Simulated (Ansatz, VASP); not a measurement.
## Two plane-wave programs on La2In8Rh

```xyz
11
Lattice="4.7633 0.0000 0.0000 0.0000 4.7633 0.0000 0.0000 0.0000 12.5100" Properties=species:S:1:pos:R:3 pbc="T T T"
La    0.0000    0.0000    3.8208
La    0.0000    0.0000    8.6892
In    2.3816    0.0000    6.2550
In    0.0000    2.3816    6.2550
In    2.3816    0.0000    1.4831
In    0.0000    2.3816    1.4831
In    2.3816    0.0000   11.0269
In    0.0000    2.3816   11.0269
In    2.3816    2.3816    3.8420
In    2.3816    2.3816    8.6680
Rh    0.0000    0.0000    0.0000
```

Alike in both runs: functional PBE; k mesh 7 × 7 × 3; occupations fermi-dirac, width 0.1 eV; no spin polarisation.

Ansatz relaxed the structure, and its values are those at the end. VASP's run is a single point on that final structure, the one shown.

|  | VASP | Ansatz |
| --- | --- | --- |
| version | VASP 6.6.1 | Ansatz 0.2.0 |
| potentials or method | VASP PAW PBE potentials, release 64 (La, In_d, Rh_pv), cutoff 500 eV | PAW plane waves |
| valence electrons in the cell | 141 | 143 |

|  | VASP | Ansatz | Ansatz less VASP |
| --- | --- | --- | --- |
| gap on the k mesh at the Fermi level (eV) | none | none | - |
| pressure (GPa) | 0.0 | 0.0 | +0.04 |

A gap of «none» marks a metal or a gap that the smearing closes. VASP's potentials hold 141 valence electrons a cell and Ansatz's 143, so a difference there can come from the potentials and not from the codes.

Spin-orbit coupling is off throughout.
